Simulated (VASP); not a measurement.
The system is KI.

```
CELL_PARAMETERS angstrom
0.00000 3.53277 3.53277
3.53277 0.00000 3.53277
3.53277 3.53277 0.00000
ATOMIC_POSITIONS crystal
K 0.00000 0.00000 0.00000
I 0.50000 0.50000 0.50000
```

| Property | Result |
| --- | --- |
| Program | VASP 6.6.1 |
| Task | relaxation of cell and atoms |
| Functional | LDA |
| Potentials or basis | VASP PAW LDA potentials, release 64 (K_sv, I) |
| Cutoff | 500 eV |
| k mesh | 6 × 6 × 6 |
| Occupations | gaussian, width 0.02 eV |
| Spin | no spin polarisation |

At the start: pressure -1.3 GPa; volume 44.09 Å³/atom.

Task: Where does the relaxation end?

Result: Over 4 steps the energy falls by 19.1 meV/atom and the volume is 39.75 Å³/atom (-9.8 %); space group Fm-3m (No. 225, to 0.1 Å) before and after.

The path:
| step | energy change (eV) | largest force (eV/Å) | pressure (GPa) | volume (Å³) |
| --- | --- | --- | --- | --- |
| 1 | 0.0000 | 0.0000 | -1.28 | 88.18 |
| 2 | -0.0281 | 0.0000 | -0.73 | 83.77 |
| 3 | -0.0382 | 0.0000 | -0.07 | 79.86 |
| 4 | -0.0383 | 0.0000 | 0.01 | 79.50 |

Final structure:
```
CELL_PARAMETERS angstrom
0.00000 3.41278 3.41278
3.41278 0.00000 3.41278
3.41278 3.41278 0.00000
ATOMIC_POSITIONS crystal
K 0.00000 0.00000 0.00000
I 0.50000 0.50000 0.50000
```
